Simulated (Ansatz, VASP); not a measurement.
## Ta4W: VASP beside Ansatz

```
CELL_PARAMETERS angstrom
4.69456 0.00000 0.00000
-2.34728 4.06561 0.00000
0.00000 0.00000 19.83310
ATOMIC_POSITIONS crystal
W 0.83333 0.16667 0.41541
Ta 0.16667 0.83333 0.45603
Ta 0.50000 0.50000 0.50000
Ta 0.83333 0.16667 0.54397
Ta 0.16667 0.83333 0.58459
```

Alike in both runs: task single point; functional PBE; k mesh 9 × 9 × 1; occupations fermi-dirac, width 0.08 eV; no spin polarisation.

|  | VASP | Ansatz |
| --- | --- | --- |
| version | VASP 6.6.1 | Ansatz 0.2.0 |
| potentials or method | VASP PAW PBE potentials, release 64 (W_sv, Ta_pv), cutoff 520 eV | all-electron LAPW, scalar-relativistic |

VASP gave:

| Property | Result |
| --- | --- |
| rms of the force components (eV/Å) | 0.554 |

What did Ansatz give for the same quantities?

rms of the force components (eV/Å): 0.558.

Atom by atom the forces differ by 0.004 eV/Å (rms over components). Ansatz ran all-electron here, and VASP with PAW potentials.

Spin-orbit coupling is off throughout.
